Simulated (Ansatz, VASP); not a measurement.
Two plane-wave programs on BN

```
B N
1.0
     0.00000    1.82817    1.82817
     1.82817    0.00000    1.82817
     1.82817    1.82817    0.00000
B N
1 1
Direct
  0.00000 0.00000 0.00000
  0.25000 0.25000 0.25000
```

Alike in both runs: functional r2SCAN; k mesh 14 × 14 × 14; occupations fermi-dirac, width 0.02 eV; no spin polarisation.

Ansatz relaxed the structure, and its values are those at the end. VASP's run is a single point on that final structure, the one shown.

```csv
,VASP,Ansatz
version,VASP 6.6.1,Ansatz 0.2.0
potentials or method,"VASP PAW PBE potentials, release 64 (B, N), cutoff 520 eV",PAW plane waves
valence electrons in the cell,8,8
```

```tsv
	VASP	Ansatz	Ansatz less VASP
gap on the k mesh at the Fermi level (eV)	4.93	4.94	+0.010
pressure (GPa)	-13.1	-14.3	-1.18
```

VASP's potentials were made for PBE, not for r2SCAN. Ansatz's warnings: stress scf threshold loose.
